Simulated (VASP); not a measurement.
# CdF2 (I4mm) in VASP: notebook

The runs below take CdF2 through single point, with PBE.

Everything below comes from runs of VASP 6.6.1. Logs are shortened: lines on timing, memory, paths and dates and some standing lists are left out, and cuts for length are marked.

## Step 1: The cell of the first run

It takes space group I4mm (No. 107, tetragonal). Conventional cell: a = 3.810 Å, b = 3.810 Å, c = 5.388 Å, α = 90.00°, β = 90.00°, γ = 90.00°. Within 3.1 Å of Cd (site symmetry 4mm) lie 8 F at 2.32 to 2.35 Å. Within 3.1 Å of F (site symmetry 2mm) lie 4 Cd at 2.32 to 2.35 Å and 6 F at 2.69 Å.

## Step 2: Single point, PBE (all Cd atoms moved +0.025 Å, as atom 1 along Cartesian [0 1 0])

The input, INCAR:

```
PREC = Accurate ; ENCUT = 520
EDIFF = 1E-6 ; ISMEAR = 0
SIGMA = 0.05 ; LREAL = F
LASPH = T ; NELM = 60
ALGO = Normal ; ISIF = 2
LWAVE = F ; LCHARG = F
GGA = PE ; NBANDS = 20
```

The input, KPOINTS:

```
regular mesh
0
Gamma
  8 8 8
```

The input, POSCAR:

```
CdF2
1.0
    0.0000000000      2.6940000000      2.6940000000
    2.6940000000      0.0000000000      2.6940000000
    2.6940000000      2.6940000000      0.0000000000
Cd F
1 2
Direct
    0.0046399406     -0.0046399406      0.0046399406
    0.2500000000      0.2500000000      0.2500000000
    0.7500000000      0.7500000000      0.7500000000
```

Potentials or basis: VASP PAW PBE potentials, release 64 (Cd, F).

Command:

```console
cat potpaw_PBE.64/Cd/POTCAR potpaw_PBE.64/F/POTCAR > POTCAR
mpirun -np 1 vasp_std > vasp.out
```

OUTCAR:

```text
PREC = Accurate
   ENCUT = 520
   EDIFF = 1E-6
   ISMEAR = 0
   LREAL = F
   LASPH = T
   NELM = 60
   ISIF = 2
   GGA = PE

 ion  position               nearest neighbor table
   1  0.005  0.995  0.005-   2 2.32   2 2.32   3 2.32   3 2.32   3 2.35   2 2.35   3 2.35   2 2.35

   2  0.250  0.250  0.250-   1 2.32   1 2.32   1 2.35   1 2.35
   3  0.750  0.750  0.750-   1 2.32   1 2.32   1 2.35   1 2.35

  LATTYP: Found a face centered cubic cell.
 ALAT       =     5.3880000000

  Lattice vectors:

 A1 = (   0.0000000000,   2.6940000000,   2.6940000000)
 A2 = (   2.6940000000,   0.0000000000,   2.6940000000)
 A3 = (   2.6940000000,   2.6940000000,   0.0000000000)

Analysis of symmetry for initial positions (statically):
=====================================================================
 Subroutine PRICEL returns:
 Original cell was already a primitive cell.

 Routine SETGRP: Setting up the symmetry group for a
 face centered cubic supercell.

 Subroutine GETGRP returns: Found  8 space group operations
 (whereof  8 operations were pure point group operations)
 out of a pool of 48 trial point group operations.

The static configuration has the point symmetry C_4v.

Analysis of symmetry for dynamics (positions and initial velocities):
=====================================================================
 Subroutine PRICEL returns:
 Original cell was already a primitive cell.

 Routine SETGRP: Setting up the symmetry group for a
 face centered cubic supercell.

 Subroutine GETGRP returns: Found  8 space group operations
 (whereof  8 operations were pure point group operations)
 out of a pool of 48 trial point group operations.

The dynamic configuration has the point symmetry C_4v.

 Subroutine INISYM returns: Found  8 space group operations
 (whereof  8 operations are pure point group operations),
 and found     1 'primitive' translations

----------------------------------------------------------------------------------------

                                     Primitive cell

  volume of cell :      39.1041

  direct lattice vectors                    reciprocal lattice vectors
     0.000000000  2.694000000  2.694000000    -0.185597624  0.185597624  0.185597624
     2.694000000  0.000000000  2.694000000     0.185597624 -0.185597624  0.185597624
     2.694000000  2.694000000  0.000000000     0.185597624  0.185597624 -0.185597624

  length of vectors
     3.809891337  3.809891337  3.809891337     0.321464515  0.321464515  0.321464515

  position of ions in fractional coordinates (direct lattice)
     0.004639941  0.995360059  0.004639941
     0.250000000  0.250000000  0.250000000
     0.750000000  0.750000000  0.750000000

  ion indices of the primitive-cell ions
   primitive index   ion index
                 1           1
                 2           2
                 3           3

----------------------------------------------------------------------------------------

 KPOINTS: regular mesh

Automatic generation of k-mesh.
 Grid dimensions read from file:
 generate k-points for:    8    8    8

 Generating k-lattice:

  Cartesian coordinates                     Fractional coordinates (reciprocal lattice)
    -0.023199703  0.023199703  0.023199703     0.125000000  0.000000000  0.000000000
     0.023199703 -0.023199703  0.023199703     0.000000000  0.125000000  0.000000000
     0.023199703  0.023199703 -0.023199703     0.000000000  0.000000000  0.125000000

  Length of vectors
     0.040183064  0.040183064  0.040183064

  Shift w.r.t. Gamma in fractional coordinates (k-lattice)
     0.000000000  0.000000000  0.000000000

 Subroutine IBZKPT returns following result:
 ===========================================

 Found     59 irreducible k-points:

 Following reciprocal coordinates:
            Coordinates               Weight
  0.000000  0.000000  0.000000      1.000000
  0.125000  0.000000  0.000000      8.000000
  0.250000  0.000000  0.000000      8.000000
  0.375000  0.000000  0.000000      8.000000
  0.500000  0.000000  0.000000      4.000000
  0.125000  0.125000  0.000000      4.000000
[... 16 lines left out ...]
  0.250000  0.000000  0.375000      8.000000
  0.500000  0.250000  0.000000     16.000000
 [... further k-points ...]
   k-points           NKPTS =     59   k-points in BZ     NKDIM =     59   number of bands    NBANDS=     20
   number of dos      NEDOS =    301   number of ions     NIONS =      3
   total plane-waves  NPLWV =  21952
   dimension x,y,z NGX =    28 NGY =   28 NGZ =   28
   dimension x,y,z NGXF=    56 NGYF=   56 NGZF=   56
   ions per type =               1   2
   NGX,Y,Z   is equivalent  to a cutoff of  12.22, 12.22, 12.22 a.u.
   NGXF,Y,Z  is equivalent  to a cutoff of  24.44, 24.44, 24.44 a.u.
 SYSTEM =  unknown system
   PREC   = accura    normal or accurate (medium, high low for compatibility)
   ISTART =      0    job   : 0-new  1-cont  2-samecut
   ICHARG =      2    charge: 1-file 2-atom 10-const
   ISPIN  =      1    spin polarized calculation?
   LNONCOLLINEAR =      F non collinear calculations
   LSORBIT =      F    spin-orbit coupling
   LASPH  =      T    aspherical Exc in radial PAW
   ENCUT  =  520.0 eV  38.22 Ry    6.18 a.u.   7.08  7.08  7.08*2*pi/ulx,y,z
   NELM   =     60;   NELMIN=  2; NELMDL= -5     # of ELM steps
   EDIFF  = 0.1E-05   stopping-criterion for ELM
   LREAL  =      F    real-space projection
[... 7 lines left out ...]
   TEBEG  =    0.0;   TEEND  =   0.0 temperature during run
   PSTRESS=    0.0 pullay stress
   NELECT =      26.0000    total number of electrons
   NUPDOWN=      -1.0000    fix difference up-down
   EMIN   =  10.00;   EMAX   =-10.00  energy-range for DOS
   EFERMI =   0.00;   METHOD = LEGACY
   ISMEAR =     0;   SIGMA  =   0.05  broadening in eV -4-tet -1-fermi 0-gaus
   EFERMI_NEDOS =   21; number of points for ismear=-14 and -15
   IALGO  =     38    algorithm
   IMIX   =      4    mixing-type and parameters
     AMIX     =   0.40;   BMIX     =  1.00
     AMIX_MAG =   1.60;   BMIX_MAG =  1.00
  volume/ion in A,a.u.               =      13.03        87.96
  Fermi-wavevector in a.u.,A,eV,Ry     =   1.428867  2.700166 27.778468  2.041660
  Thomas-Fermi vector in A             =   2.548882
   LORBIT       =      0    0 simple, 1 ext, 2 COOP (PROOUT), +10 PAW based schemes
   GGA     = PE    functional components
   LHFCALC =     F    Hartree Fock is set to
   AEXX    =    0.0000 exact exchange contribution
   IVDW    =     0    specifies the selected vdW correction
   LEPSILON=     F    determine dielectric tensor
   LRPA    =     F    only Hartree local field effects (RPA)
 non-spin polarized calculation
 Gauss-broadening in eV      SIGMA  =   0.05
  energy-cutoff  :      520.00
  volume of cell :       39.10
 maximum number of plane-waves:      1067
   NGX = 15   NGY = 15   NGZ = 15

 number of electron      25.9999981 magnetization

 Free energy of the ion-electron system (eV)
  ---------------------------------------------------
  ext. energy  EPLUGINS =         0.00000000
  ---------------------------------------------------
  free energy    TOTEN  =       -10.85751246 eV

  energy without entropy =      -10.85751246  energy(sigma->0) =      -10.85751246

 E-fermi :  -1.0243     XC(G=0): -10.4120

 val. band max:       -1.3108112882   @ k =  -0.2500   0.5000   0.2500
 cond. band min:       1.7567514666   @ k =   0.0000   0.0000   0.0000
 fundamental gap:      3.0675627548
 Fermi energy:        -1.0242741630

 k-point     1 :       0.0000    0.0000    0.0000
  band No.  band energies     occupation
      1     -22.1173      2.00000
      2     -21.0128      2.00000
      3      -6.9276      2.00000
      4      -6.9276      2.00000
      5      -6.9260      2.00000
      6      -5.7206      2.00000
[... 12 lines left out ...]
     19      18.5810      0.00000
     20      18.5868      0.00000

 k-point     2 :       0.1250    0.0000    0.0000
  band No.  band energies     occupation
      1     -22.0674      2.00000
      2     -21.0563      2.00000
      3      -6.8697      2.00000
      4      -6.8686      2.00000
      5      -6.7591      2.00000
      6      -5.7383      2.00000
[... 12 lines left out ...]
     19      18.1846      0.00000
     20      18.1869      0.00000

 k-point     3 :       0.2500    0.0000    0.0000
  band No.  band energies     occupation
      1     -21.9330      2.00000
      2     -21.1766      2.00000
      3      -6.7334      2.00000
      4      -6.7329      2.00000
      5      -6.3147      2.00000
      6      -5.7526      2.00000
[... 12 lines left out ...]
     19      17.5200      0.00000
     20      18.2745      0.00000

 k-point     4 :       0.3750    0.0000    0.0000
  band No.  band energies     occupation
      1     -21.7475      2.00000
      2     -21.3442      2.00000
      3      -6.6214      2.00000
      4      -6.6212      2.00000
      5      -5.7592      2.00000
      6      -5.7004      2.00000
[... 12 lines left out ...]
     19      17.0439      0.00000
     20      17.8013      0.00000

 k-point     5 :       0.5000    0.0000    0.0000
  band No.  band energies     occupation
      1     -21.5790      2.00000
      2     -21.5046      2.00000
      3      -6.5877      2.00000
      4      -6.5872      2.00000
      5      -5.6490      2.00000
      6      -5.6488      2.00000
[... 12 lines left out ...]
     19      16.8743      0.00000
     20      17.4520      0.00000
[... 353 lines left out ...]
      6      -6.0844      2.00000
[... 12 lines left out ...]
     19      19.1704      0.00000
     20      19.9791      0.00000

 k-point    22 :       0.3750    0.2500    0.0000
  band No.  band energies     occupation
      1     -21.7762      2.00000
      2     -21.2977      2.00000
      3      -6.4518      2.00000
      4      -6.4210      2.00000
      5      -6.1780      2.00000
      6      -5.8543      2.00000
[... 12 lines left out ...]
     19      19.1002      0.00000
     20      19.6057      0.00000

 k-point    23 :       0.2500    0.0000    0.3750
  band No.  band energies     occupation
      1     -21.7763      2.00000
      2     -21.2978      2.00000
      3      -6.4517      2.00000
      4      -6.4211      2.00000
      5      -6.1786      2.00000
      6      -5.8560      2.00000
[... 12 lines left out ...]
     19      19.1012      0.00000
     20      19.6051      0.00000

 k-point    24 :       0.5000    0.2500    0.0000
  band No.  band energies     occupation
      1     -21.6377      2.00000
      2     -21.4206      2.00000
      3      -6.4638      2.00000
      4      -6.3172      2.00000
      5      -5.9731      2.00000
      6      -5.6648      2.00000
[... 12 lines left out ...]
     19      18.6078      0.00000
     20      20.0608      0.00000

 [... further k-points ...]
[... 5 lines left out ...]
  --------------------------------------------------------------------------------------
  -------------------------------------------------------------------------------------
  Total        1.5258419      1.5182628      1.5258419     -0.0000000      0.0000000     -0.0000000
  in kB       62.5168874     62.2063565     62.5168874     -0.0000000      0.0000000     -0.0000000
  external PRESSURE =      62.4133771 kB  Pullay stress =       0.0000000 kB

 VOLUME and BASIS-vectors are now :
 -----------------------------------------------------------------------------
  energy-cutoff  :      520.00
  volume of cell :       39.10
      direct lattice vectors                 reciprocal lattice vectors
     0.000000000  2.694000000  2.694000000    -0.185597624  0.185597624  0.185597624
     2.694000000  0.000000000  2.694000000     0.185597624 -0.185597624  0.185597624
     2.694000000  2.694000000  0.000000000     0.185597624  0.185597624 -0.185597624

 POSITION                                       TOTAL-FORCE (eV/Angst)
 -----------------------------------------------------------------------------------
      2.69400      0.02500      2.69400         0.000000     -0.147978      0.000000
      1.34700      1.34700      1.34700        -0.000000      0.073989     -0.000000
      4.04100      4.04100      4.04100         0.000000      0.073989      0.000000
 -----------------------------------------------------------------------------------
    total drift:                                0.000000     -0.000706      0.000000

  FREE ENERGIE OF THE ION-ELECTRON SYSTEM (eV)
  ---------------------------------------------------
  free  energy   TOTEN  =       -10.8575124568 eV

  energy  without entropy=      -10.8575124568  energy(sigma->0) =      -10.85751246
```

It took 66 s on 1 thread of Intel Xeon 8259CL, shared host; peak memory 0.18 GiB.

Results:

| Quantity | Value |
| --- | --- |
| Free energy | -10.8575 eV |
| Pressure | 6.2 GPa |
| Largest force | 0.148 eV/Å |
| Band gap on the k mesh | 3.07 eV, indirect (least direct gap 3.57 eV) |

Forces on the atoms (eV/Å):
```
Cd   0.000 -0.148  0.000
F    0.000  0.074  0.000
F    0.000  0.074  0.000
```

Caveat: the cell differs from its parent crystal (all Cd atoms moved +0.025 Å, as atom 1 along Cartesian [0 1 0]).

## Step 3: Single point, PBE (all Cd atoms moved +0.087 Å, as atom 1 along Cartesian [0 1 0])

The input, INCAR:

```
PREC = Accurate
ENCUT = 520
EDIFF = 1E-6
ISMEAR = 0
SIGMA = 0.05
LREAL = False
LASPH = True
NELM = 80
ALGO = Normal
ISIF = 2
LWAVE = False
LCHARG = True
GGA = PE
LELF = True
LVHAR = True
NBANDS = 20
```

KPOINTS is that of step 2.

Edit POSCAR of step 2 so:

```diff
@@ -8,3 +8,3 @@
 Direct
-    0.0046399406     -0.0046399406      0.0046399406
+    0.0162397921     -0.0162397921      0.0162397921
     0.2500000000      0.2500000000      0.2500000000
```

Potentials or basis: VASP PAW PBE potentials, release 64 (Cd, F).

Command:

```console
cat potpaw_PBE.64/Cd/POTCAR potpaw_PBE.64/F/POTCAR > POTCAR
mpirun -np 1 vasp_std > vasp.out
```

Wall time 67 s (1 thread of Intel Xeon 8259CL, shared host); peak memory 0.18 GiB.

The run converged. Its results:

```yaml
Free_energy: -10.8368 eV
Pressure: 6.7 GPa
Largest_force: 0.516 eV/Å
Band_gap_on_the_k_mesh: 3.06 eV, indirect (least direct gap 3.57 eV)
```

Forces on the atoms (eV/Å):
```
Cd   0.000 -0.516  0.000
F    0.000  0.258  0.000
F    0.000  0.258  0.000
```

Stress tensor (GPa, compression positive):
```
6.78 0.00 0.00
0.00 6.40 0.00
0.00 0.00 6.78
```

Levels at points of the mesh, in eV from the valence-band top:
| k point | band 9 | band 10 | band 11 | band 12 | band 13 | band 14 | band 15 | band 16 | band 17 | band 18 |
| --- | --- | --- | --- | --- | --- | --- | --- | --- | --- | --- |
| (0.00, 0.00, 0.00) | -0.98 | -0.95 | -0.51 | -0.51 | -0.50 | 3.06 | 12.70 | 12.72 | 12.72 | 17.62 |
| (0.50, 0.00, 0.00) | -2.26 | -1.84 | -1.83 | -0.41 | -0.40 | 7.16 | 9.16 | 14.51 | 14.51 | 18.14 |
| (0.50, 0.50, 0.00) | -2.96 | -2.81 | -0.50 | -0.12 | -0.09 | 7.99 | 9.66 | 11.89 | 14.29 | 14.32 |
| (0.50, 0.00, 0.50) | -2.94 | -2.94 | -0.48 | -0.10 | -0.10 | 8.00 | 9.64 | 11.92 | 14.29 | 14.29 |

Caveat: the cell differs from its parent crystal (all Cd atoms moved +0.087 Å, as atom 1 along Cartesian [0 1 0]). A k mesh can miss the band edges.

## Step 4: Single point, PBE (all Cd atoms moved +0.062 Å, as atom 1 along Cartesian [0 1 0])

The input, INCAR:

```
SYSTEM = CdF2
ALGO = Normal
EDIFF = 1E-7
ENCUT = 520
GGA = PE
ISIF = 2
ISMEAR = 0
LASPH = .TRUE.
LCHARG = .FALSE.
LREAL = .FALSE.
LWAVE = .FALSE.
NBANDS = 20
NELM = 100
PREC = Accurate
SIGMA = 0.05
```

The input, KPOINTS:

```
k-points
0
G
  8 8 8
  0 0 0
```

Edit POSCAR of step 3 so:

```diff
@@ -8,3 +8,3 @@
 Direct
-    0.0162397921     -0.0162397921      0.0162397921
+    0.0115998515     -0.0115998515      0.0115998515
     0.2500000000      0.2500000000      0.2500000000
```

Command:

```console
cat potpaw_PBE.64/Cd/POTCAR potpaw_PBE.64/F/POTCAR > POTCAR
mpirun -np 1 vasp_std > vasp.out
```

Run time: 72 s. Hardware: 1 thread of Intel Xeon 8259CL, shared host; peak memory 0.18 GiB.

It converged, with:

```yaml
Free_energy: -10.8478 eV
Pressure: 6.4 GPa
Largest_force: 0.369 eV/Å
Band_gap_on_the_k_mesh: 3.07 eV, indirect (least direct gap 3.57 eV)
```

Forces on the atoms (eV/Å):
```
Cd   0.000 -0.369  0.000
F    0.000  0.184  0.000
F    0.000  0.184  0.000
```

Stress tensor (GPa, compression positive):
```
6.48 0.00 0.00
0.00 6.29 0.00
0.00 0.00 6.48
```

Levels at points of the mesh, in eV from the valence-band top:
```csv
k point,band 10,band 11,band 12,band 13,band 14,band 15,band 16,band 17
"(0.00, 0.00, 0.00)",-0.96,-0.51,-0.51,-0.50,3.07,12.70,12.71,12.71
"(0.50, 0.00, 0.00)",-1.84,-1.83,-0.40,-0.40,7.17,9.16,14.50,14.51
"(0.50, 0.50, 0.00)",-2.86,-0.50,-0.10,-0.09,8.00,9.66,11.90,14.29
"(0.50, 0.00, 0.50)",-2.95,-0.49,-0.10,-0.10,8.00,9.65,11.92,14.29
```

Caveat: the cell differs from its parent crystal (all Cd atoms moved +0.062 Å, as atom 1 along Cartesian [0 1 0]). A k mesh can miss the band edges.

(Continued in part 2 of 2.)
